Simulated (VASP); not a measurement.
PbS, 2 atoms in the cell. The structure is trigonal, space group R-3m (No. 166). The conventional cell has a = 4.172 Å, b = 4.172 Å, c = 10.374 Å, α = 90.00°, β = 90.00°, γ = 120.00°. Pb (site symmetry -3m) has 6 S at 2.97 Å within 3.9 Å. S (site symmetry -3m) has 6 Pb at 2.97 Å within 3.9 Å.  This cell differs from its parent crystal: equal xy, yz and zx shear strains of +1 %.

```yaml
Program: VASP 6.6.1
Task: electric field gradients
Functional: LDA
Potentials_or_basis: VASP PAW LDA potentials, release 64 (Pb_d, S)
Cutoff: 520 eV
k_mesh: 8 × 8 × 8
Occupations: fermi-dirac, width 0.01 eV
Spin: no spin polarisation
Dipole_correction: no
Further_INCAR_settings: ALGO = Normal; EDIFF = 1e-08; NBANDS = 17
```

Potentials or basis: VASP PAW LDA potentials, release 64 (Pb_d, S).

The run is started by

```console
$ cat potpaw_LDA.64/Pb_d/POTCAR potpaw_LDA.64/S/POTCAR > POTCAR
$ mpirun -np 1 vasp_std > vasp.out
```

Hardware: 1 thread of Intel Xeon 8259CL (shared host).

**Question.** Estimate the wall time of this run.

**Answer.** Run time: 42 s on 1 thread of Intel Xeon 8259CL, with other jobs on the host, peak memory 0.19 GiB. Counts: scf iterations 14, k points 65.
